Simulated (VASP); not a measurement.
# WSe2 (ae) (P6_3/mmc) in VASP: further runs

The runs below take WSe2 (ae) through single point, relaxation of cell and atoms, with PBE+D3(BJ).

Everything below comes from runs of VASP 6.6.1. Logs are shortened: lines on timing, memory, paths and dates and some standing lists are left out, and cuts for length are marked.

**The experiment to reproduce.**

“Time-resolved XUV ARPES with tunable 24–33 eV laser pulses at 30 meV resolution”, 2019, pmc:6684652 reports, for a bulk crystal of WSe2: band gap 1.3 eV (indirect).

How close the calculation comes is told below.

**1. The cell of the first run**

Symmetry: P6_3/mmc, No. 194, hexagonal system. Conventional cell: a = 3.279 Å, b = 3.279 Å, c = 12.790 Å, α = 90.00°, β = 90.00°, γ = 120.00°. Within 3.3 Å of W (site symmetry -6m2) lie 6 Se at 2.53 Å and 6 W at 3.28 Å. Within 3.3 Å of Se (site symmetry 3m) lie 3 W at 2.53 Å and 6 Se at 3.28 Å.

**2. Single point, PBE+D3(BJ)**

Input file INCAR:

```
SYSTEM = WSe2
ALGO     = Normal         ! electronic algorithm
EDIFF    = 1E-7           ! SCF threshold, eV
ENCUT    = 520            ! plane-wave cutoff, eV
GGA      = PE             ! functional
ISIF     = 2              ! what is computed and relaxed
ISMEAR   = 0              ! smearing method
IVDW     = 12             ! dispersion correction
LASPH    = .TRUE.         ! aspherical terms in the spheres
LCHARG   = .FALSE.        ! write CHGCAR
LREAL    = .FALSE.        ! projectors in reciprocal space
LWAVE    = .FALSE.        ! write WAVECAR
NBANDS   = 35             ! bands
NELM     = 100            ! most SCF steps
PREC     = Accurate       ! precision mode
SIGMA    = 0.02           ! smearing width, eV
```

Input file KPOINTS:

```
k-points
0
G
  9 9 2
  0 0 0
```

Input file POSCAR:

```
WSe2
1.0
    3.2793786937      0.0000000000      0.0000000000
   -1.6396893468      2.8400252574      0.0000000000
    0.0000000000      0.0000000000     12.7896658570
W Se
2 4
Direct
    0.3333333333      0.6666666667      0.2500000000
    0.6666666667      0.3333333333      0.7500000000
    0.3333333333      0.6666666667      0.6182976680
    0.6666666667      0.3333333333      0.1182976680
    0.3333333333      0.6666666667      0.8817023320
    0.6666666667      0.3333333333      0.3817023320
```

Potentials or basis: VASP PAW PBE potentials, release 64 (W_sv, Se).

The run is started by

```
$ cat potpaw_PBE.64/W_sv/POTCAR potpaw_PBE.64/Se/POTCAR > POTCAR
$ mpirun -np 1 vasp_std > vasp.out
```

OUTCAR:

```text
SYSTEM = WSe2
   EDIFF = 1E-7
   ENCUT = 520
   GGA = PE
   ISIF = 2
   ISMEAR = 0
   IVDW = 12
   LASPH = .TRUE.
   LREAL = .FALSE.
   NELM = 100
   PREC = Accurate
 IVDW          = 12

 ion  position               nearest neighbor table
   1  0.333  0.667  0.250-   4 2.53   6 2.53   4 2.53   6 2.53   4 2.53   6 2.53
   2  0.667  0.333  0.750-   3 2.53   5 2.53   3 2.53   5 2.53   3 2.53   5 2.53
   3  0.333  0.667  0.618-   2 2.53   2 2.53   2 2.53
   4  0.667  0.333  0.118-   1 2.53   1 2.53   1 2.53
   5  0.333  0.667  0.882-   2 2.53   2 2.53   2 2.53
   6  0.667  0.333  0.382-   1 2.53   1 2.53   1 2.53

  LATTYP: Found a hexagonal cell.
 ALAT       =     3.2793786937
 C/A-ratio  =     3.9000271245

  Lattice vectors:

 A1 = (   3.2793786937,   0.0000000000,   0.0000000000)
 A2 = (  -1.6396893468,   2.8400252574,   0.0000000000)
 A3 = (   0.0000000000,   0.0000000000,  12.7896658570)

Analysis of symmetry for initial positions (statically):
=====================================================================
 Subroutine PRICEL returns:
 Original cell was already a primitive cell.

 Routine SETGRP: Setting up the symmetry group for a
 hexagonal supercell.

 Subroutine GETGRP returns: Found 24 space group operations
 (whereof 12 operations were pure point group operations)
 out of a pool of 24 trial point group operations.

The static configuration has the point symmetry D_3d.
 The point group associated with its full space group is D_6h.

Analysis of symmetry for dynamics (positions and initial velocities):
=====================================================================
 Subroutine PRICEL returns:
 Original cell was already a primitive cell.

 Routine SETGRP: Setting up the symmetry group for a
 hexagonal supercell.

 Subroutine GETGRP returns: Found 24 space group operations
 (whereof 12 operations were pure point group operations)
 out of a pool of 24 trial point group operations.

The dynamic configuration has the point symmetry D_3d.
 The point group associated with its full space group is D_6h.

 Subroutine INISYM returns: Found 24 space group operations
 (whereof 12 operations are pure point group operations),
 and found     1 'primitive' translations

----------------------------------------------------------------------------------------

                                     Primitive cell

  volume of cell :     119.1168

  direct lattice vectors                    reciprocal lattice vectors
     3.279378694  0.000000000  0.000000000     0.304935811  0.176054772  0.000000000
    -1.639689347  2.840025257  0.000000000     0.000000000  0.352109545  0.000000000
     0.000000000  0.000000000 12.789665857     0.000000000  0.000000000  0.078188126

  length of vectors
     3.279378694  3.279378694 12.789665857     0.352109545  0.352109545  0.078188126

  position of ions in fractional coordinates (direct lattice)
     0.333333333  0.666666667  0.250000000
     0.666666667  0.333333333  0.750000000
     0.333333333  0.666666667  0.618297668
     0.666666667  0.333333333  0.118297668
     0.333333333  0.666666667  0.881702332
     0.666666667  0.333333333  0.381702332

  ion indices of the primitive-cell ions
   primitive index   ion index
                 1           1
                 2           2
                 3           3
                 4           4
                 5           5
                 6           6

----------------------------------------------------------------------------------------

 KPOINTS: k-points

Automatic generation of k-mesh.
 Grid dimensions read from file:
 generate k-points for:    9    9    2

 Generating k-lattice:

  Cartesian coordinates                     Fractional coordinates (reciprocal lattice)
     0.033881757  0.019561641  0.000000000     0.111111111 -0.000000000  0.000000000
     0.000000000  0.039123283  0.000000000     0.000000000  0.111111111  0.000000000
     0.000000000  0.000000000  0.039094063     0.000000000  0.000000000  0.500000000

  Length of vectors
     0.039123283  0.039123283  0.039094063

  Shift w.r.t. Gamma in fractional coordinates (k-lattice)
     0.000000000  0.000000000  0.000000000

 Subroutine IBZKPT returns following result:
 ===========================================

 Found     24 irreducible k-points:

 Following reciprocal coordinates:
            Coordinates               Weight
  0.000000  0.000000  0.000000      1.000000
  0.111111  0.000000  0.000000      6.000000
  0.222222  0.000000  0.000000      6.000000
  0.333333  0.000000  0.000000      6.000000
  0.444444  0.000000  0.000000      6.000000
  0.111111  0.111111  0.000000      6.000000
[... 16 lines left out ...]
  0.333333  0.222222  0.500000     12.000000
  0.333333  0.333333  0.500000      2.000000
   k-points           NKPTS =     24   k-points in BZ     NKDIM =     24   number of bands    NBANDS=     35
   number of dos      NEDOS =    301   number of ions     NIONS =      6
   total plane-waves  NPLWV =  55296
   dimension x,y,z NGX =    24 NGY =   24 NGZ =   96
   dimension x,y,z NGXF=    48 NGYF=   48 NGZF=  192
   ions per type =               2   4
   NGX,Y,Z   is equivalent  to a cutoff of  12.17, 12.17, 12.48 a.u.
   NGXF,Y,Z  is equivalent  to a cutoff of  24.33, 24.33, 24.96 a.u.
 SYSTEM =  WSe2
   PREC   = accura    normal or accurate (medium, high low for compatibility)
   ISTART =      0    job   : 0-new  1-cont  2-samecut
   ICHARG =      2    charge: 1-file 2-atom 10-const
   ISPIN  =      1    spin polarized calculation?
   LNONCOLLINEAR =      F non collinear calculations
   LSORBIT =      F    spin-orbit coupling
   LASPH  =      T    aspherical Exc in radial PAW
   ENCUT  =  520.0 eV  38.22 Ry    6.18 a.u.   6.10  6.10 23.78*2*pi/ulx,y,z
   NELM   =    100;   NELMIN=  2; NELMDL= -5     # of ELM steps
   EDIFF  = 0.1E-06   stopping-criterion for ELM
   LREAL  =      F    real-space projection
   EDIFFG = 0.1E-05   stopping-criterion for IOM
   NSW    =      0    number of steps for IOM
   IBRION =     -1    ionic relax: 0-MD 1-quasi-New 2-CG
   NFREE  =      0    steps in history (QN), initial steepest desc. (CG)
   ISIF   =      2    stress and relaxation
   ISYM   =      2    0-nonsym 1-usesym 2-fastsym
   POTIM  = 0.5000    time-step for ionic-motion
   TEBEG  =    0.0;   TEEND  =   0.0 temperature during run
   PSTRESS=    0.0 pullay stress
   NELECT =      52.0000    total number of electrons
   NUPDOWN=      -1.0000    fix difference up-down
   EMIN   =  10.00;   EMAX   =-10.00  energy-range for DOS
   EFERMI =   0.00;   METHOD = LEGACY
   ISMEAR =     0;   SIGMA  =   0.02  broadening in eV -4-tet -1-fermi 0-gaus
   EFERMI_NEDOS =   21; number of points for ismear=-14 and -15
   IALGO  =     38    algorithm
   IMIX   =      4    mixing-type and parameters
     AMIX     =   0.40;   BMIX     =  1.00
     AMIX_MAG =   1.60;   BMIX_MAG =  1.00
  volume/ion in A,a.u.               =      19.85       133.97
  Fermi-wavevector in a.u.,A,eV,Ry     =   1.241895  2.346842 20.984316  1.542304
  Thomas-Fermi vector in A             =   2.376273
   LORBIT       =      0    0 simple, 1 ext, 2 COOP (PROOUT), +10 PAW based schemes
   GGA     = PE    functional components
   LHFCALC =     F    Hartree Fock is set to
   AEXX    =    0.0000 exact exchange contribution
   IVDW    =    12    specifies the selected vdW correction
   LEPSILON=     F    determine dielectric tensor
   LRPA    =     F    only Hartree local field effects (RPA)
 non-spin polarized calculation
 Gauss-broadening in eV      SIGMA  =   0.02
  energy-cutoff  :      520.00
  volume of cell :      119.12
 maximum number of plane-waves:      3246
   NGX = 13   NGY = 13   NGZ = 47

 number of electron      51.9999988 magnetization

 Free energy of the ion-electron system (eV)
  ---------------------------------------------------
  ext. energy  EPLUGINS =         0.00000000
  ---------------------------------------------------
  free energy    TOTEN  =       -43.07845844 eV

  energy without entropy =      -43.07845844  energy(sigma->0) =      -43.07845844

 E-fermi :   6.7056     XC(G=0): -10.8958

 val. band max:        6.5208138463   @ k =   0.0000   0.0000   0.0000
 cond. band min:       7.5136144827   @ k =   0.2222   0.1111   0.0000
 fundamental gap:      0.9928006365
 Fermi energy:         6.7055675571

 k-point     1 :       0.0000    0.0000    0.0000
  band No.  band energies     occupation
      1     -67.8228      2.00000
      2     -67.8228      2.00000
      3     -32.0733      2.00000
      4     -32.0733      2.00000
      5     -31.9364      2.00000
      6     -31.9364      2.00000
[... 27 lines left out ...]
     34       9.4615      0.00000
     35      11.0733      0.00000

 k-point     2 :       0.1111    0.0000    0.0000
  band No.  band energies     occupation
      1     -67.8216      2.00000
      2     -67.8216      2.00000
      3     -32.0679      2.00000
      4     -32.0679      2.00000
      5     -31.9648      2.00000
      6     -31.9648      2.00000
[... 27 lines left out ...]
     34       9.5616      0.00000
     35      12.0288      0.00000

 k-point     3 :       0.2222    0.0000    0.0000
  band No.  band energies     occupation
      1     -67.8184      2.00000
      2     -67.8184      2.00000
      3     -32.0542      2.00000
      4     -32.0542      2.00000
      5     -32.0361      2.00000
      6     -32.0361      2.00000
[... 27 lines left out ...]
     34      10.2048      0.00000
     35      12.8693      0.00000
[... 723 lines left out ...]
 k-point    23 :       0.3333    0.2222    0.5000
  band No.  band energies     occupation
      1     -67.8114      2.00000
      2     -67.8114      2.00000
      3     -32.1392      2.00000
      4     -32.1392      2.00000
      5     -32.0489      2.00000
      6     -32.0489      2.00000
[... 27 lines left out ...]
     34      10.7617      0.00000
     35      12.1863      0.00000

 k-point    24 :       0.3333    0.3333    0.5000
  band No.  band energies     occupation
      1     -67.8107      2.00000
      2     -67.8107      2.00000
      3     -32.1147      2.00000
      4     -32.1147      2.00000
      5     -32.0908      2.00000
      6     -32.0908      2.00000
[... 27 lines left out ...]
     34      10.8445      0.00000
     35      12.7389      0.00000

------------------------ aborting loop because EDIFF is reached ----------------------------------------

 Edisp (eV)   -2.85196

 E8    (eV) :    -1.2721

  FORCE on cell =-STRESS in cart. coord.  units (eV):
  Direction    XX          YY          ZZ          XY          YZ          ZX
  --------------------------------------------------------------------------------------
  -------------------------------------------------------------------------------------
  Total       0.17925     0.17925     0.27640     0.00000     0.00000     0.00000
  in kB       2.41094     2.41094     3.71774     0.00000     0.00000     0.00000
  external pressure =        2.85 kB  Pullay stress =        0.00 kB

 VOLUME and BASIS-vectors are now :
 -----------------------------------------------------------------------------
  energy-cutoff  :      520.00
  volume of cell :      119.12
      direct lattice vectors                 reciprocal lattice vectors
     3.279378694  0.000000000  0.000000000     0.304935811  0.176054772  0.000000000
    -1.639689347  2.840025257  0.000000000     0.000000000  0.352109545  0.000000000
     0.000000000  0.000000000 12.789665857     0.000000000  0.000000000  0.078188126

 POSITION                                       TOTAL-FORCE (eV/Angst)
 -----------------------------------------------------------------------------------
     -0.00000      1.89335      3.19742        -0.000000      0.000000      0.000000
      1.63969      0.94668      9.59225         0.000000     -0.000000      0.000000
     -0.00000      1.89335      7.90782         0.000000     -0.000000     -0.043931
      1.63969      0.94668      1.51299         0.000000     -0.000000     -0.043931
     -0.00000      1.89335     11.27668         0.000000      0.000000      0.043931
      1.63969      0.94668      4.88185         0.000000      0.000000      0.043931
 -----------------------------------------------------------------------------------
    total drift:                               -0.000000      0.000000     -0.000000

  FREE ENERGIE OF THE ION-ELECTRON SYSTEM (eV)
  ---------------------------------------------------
  free  energy   TOTEN  =       -45.9304197261 eV

  energy  without entropy=      -45.9304197261  energy(sigma->0) =      -45.93041973
```

Run time: 2.9 min. Hardware: 1 thread of AMD EPYC, shared host; peak memory 0.24 GiB.

What came out:

* Free energy: -45.9304 eV
* Pressure: 0.3 GPa
* Largest force: 0.044 eV/Å
* Band gap on the k mesh: 0.99 eV, indirect (least direct gap 1.56 eV)
* Dispersion energy per atom: -0.475 eV

Forces in eV/Å, atoms in the order of the input:
```
W    0.000  0.000  0.000
W    0.000  0.000  0.000
Se   0.000  0.000 -0.044
Se   0.000  0.000 -0.044
Se   0.000  0.000  0.044
Se   0.000  0.000  0.044
```

Levels at points of the mesh, in eV from the valence-band top:
```
           k point  band 24  band 25  band 26  band 27  band 28  band 29
(0.00, 0.00, 0.00)    -1.20    -0.96     0.00     2.63     2.63     2.68
(0.00, 0.00, 0.50)    -1.50    -0.20    -0.20     2.63     2.63     2.63
```

Caveat: spin-orbit coupling is left out, which moves the levels of the heavy elements.

**3. Relaxation of cell and atoms, PBE+D3(BJ)**

This run uses another cell than the first one, of 20.09 Å³/atom, 1.012 times its volume.

Input file INCAR:

```
PREC     = Accurate       # precision mode
ENCUT    = 600            # plane-wave cutoff, eV
EDIFF    = 1E-7           # SCF threshold, eV
ISMEAR   = 0              # smearing method
SIGMA    = 0.02           # smearing width, eV
LREAL    = False          # projectors in reciprocal space
LASPH    = True           # aspherical terms in the spheres
NELM     = 60             # most SCF steps
ALGO     = Normal         # electronic algorithm
ISIF     = 3              # what is computed and relaxed
LWAVE    = False          # write WAVECAR
LCHARG   = False          # write CHGCAR
GGA      = PE             # functional
IVDW     = 12             # dispersion correction
IBRION   = 2              # ionic algorithm
NSW      = 50             # ionic steps
EDIFFG   = -0.003         # ionic threshold
```

Input file KPOINTS:

```
regular mesh
0
Gamma
  9 9 2
```

Input file POSCAR:

```
WSe2
1.0
    3.2921318426      0.0000000000      0.0000000000
   -1.6460659213      2.8510698083      0.0000000000
    0.0000000000      0.0000000000     12.8396602675
W Se
2 4
Direct
    0.3333333333      0.6666666667      0.2500000000
    0.6666666667      0.3333333333      0.7500000000
    0.3333333333      0.6666666667      0.6182884663
    0.6666666667      0.3333333333      0.1182884663
    0.3333333333      0.6666666667      0.8817115337
    0.6666666667      0.3333333333      0.3817115337
```

Potentials or basis: VASP PAW PBE potentials, release 64 (W_sv, Se).

The run is started by

```
$ cat potpaw_PBE.64/W_sv/POTCAR potpaw_PBE.64/Se/POTCAR > POTCAR
$ mpirun -np 1 vasp_std > vasp.out
```

Wall time 28 min (1 thread of AMD EPYC, shared host); peak memory 0.32 GiB.

It converged, with:

```
Free energy                            : -45.9316 eV
Relaxed volume                         : 19.88 Å³/atom
Relaxed cell                           : a = 3.281 Å, b = 3.281 Å, c = 12.794 Å, α = 90.00°, β = 90.00°, γ = 120.00°
Space group after relaxing (to 0.05 Å) : P6_3/mmc (No. 194)
Energy gained by relaxing              : 0.8 meV/atom
Ionic steps                            : 11
Pressure after relaxing                : 0.0 GPa
Band gap on the k mesh                 : 0.99 eV, indirect (least direct gap 1.56 eV)
Dispersion energy per atom             : -0.475 eV
```

The path:
```csv
step,energy change (eV),largest force (eV/Å),pressure (GPa),volume (Å³)
1,0.0000,0.1465,-1.35,120.51
2,0.0169,0.4053,2.90,117.58
3,-0.0048,0.0245,-0.05,119.57
4,-0.0049,0.0078,-0.01,119.45
5,-0.0049,0.0060,-0.01,119.43
6,-0.0049,0.0051,-0.01,119.43
7,-0.0049,0.0055,-0.01,119.43
8,-0.0050,0.0048,-0.01,119.41
9,-0.0050,0.0034,0.00,119.34
10,-0.0050,0.0002,0.03,119.20
11,-0.0050,0.0012,0.02,119.26
```

Final structure:
```
CELL_PARAMETERS angstrom
3.28079 0.00000 0.00000
-1.64039 2.84125 0.00000
0.00000 0.00000 12.79370
ATOMIC_POSITIONS crystal
W 0.33333 0.66667 0.25000
W 0.66667 0.33333 0.75000
Se 0.33333 0.66667 0.61819
Se 0.66667 0.33333 0.11819
Se 0.33333 0.66667 0.88181
Se 0.66667 0.33333 0.38181
```

Levels at points of the mesh, in eV from the valence-band top:
```
           k point  band 23  band 24  band 25  band 26  band 27  band 28  band 29  band 30
(0.00, 0.00, 0.00)    -1.45    -1.19    -0.96     0.00     2.62     2.62     2.67     2.68
(0.00, 0.00, 0.50)    -1.49    -1.49    -0.20    -0.20     2.62     2.62     2.62     2.62
```

Caveat: spin-orbit coupling is left out, which moves the levels of the heavy elements. A k mesh can miss the band edges.

**4. Comparison with measurements**

Step 2. Against the measured gap of WSe2, 1.3 eV (indirect; “Time-resolved XUV ARPES with tunable 24–33 eV laser pulses at 30 meV resolution”, 2019, pmc:6684652), the calculated 0.99 eV is off by -0.31 eV. Spin-orbit coupling on Se, W is left out. The value is that of PBE+D3(BJ) on a finite k mesh, which can miss the band edges, without temperature or zero-point motion. Semilocal functionals fall short of measured gaps as a rule.
